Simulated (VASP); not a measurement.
# WS2: single point with PBEsol

Crystal: WS2.

```
CELL_PARAMETERS angstrom
3.14312 0.00000 0.00000
-1.57156 2.72202 0.00000
1.57156 0.90734 6.38138
ATOMIC_POSITIONS crystal
W 0.00134 0.00067 0.99799
S 0.50407 0.25204 0.24389
S 0.83198 0.41599 0.75203
```

| Property | Result |
| --- | --- |
| Program | VASP 6.6.1 |
| Task | single point |
| Functional | PBEsol |
| Potentials or basis | VASP PAW PBE potentials, release 64 (W_sv, S) |
| Cutoff | 500 eV |
| k mesh | 9 × 9 × 4 |
| Occupations | gaussian, width 0.02 eV |
| Spin | no spin polarisation |

The pressure is 0.3 GPa and the band gap on the k mesh is 1.28 eV, indirect (least direct gap 1.96 eV).

Stress tensor (GPa, compression positive):
```
 0.41  0.00  0.00
 0.00  0.41  0.00
 0.00  0.00 -0.07
```

Levels at points of the mesh, in eV from the valence-band top:
| k point | band 9 | band 10 | band 11 | band 12 | band 13 | band 14 | band 15 | band 16 | band 17 | band 18 |
| --- | --- | --- | --- | --- | --- | --- | --- | --- | --- | --- |
| (0.00, 0.00, 0.00) | -3.33 | -2.06 | -2.06 | -1.68 | -1.12 | 2.46 | 2.46 | 2.71 | 2.71 | 4.89 |
| (0.00, 0.00, 0.50) | -3.34 | -3.34 | -2.04 | -2.04 | 0.00 | 2.52 | 2.52 | 2.62 | 2.62 | 5.13 |

Wall time 3.3 min on 1 thread of Intel Xeon 8259CL, on a shared host, peak memory 0.28 GiB.

Caveat: the PAW data sets were made with another functional, which shifts forces and pressure a little; spin-orbit coupling is left out, which moves the levels of the heavy elements; this functional lacks dispersion, which binds the layers, so the pressure and a relaxed spacing across them are unreliable. As with any semilocal functional, this PBEsol gap is likely too small.
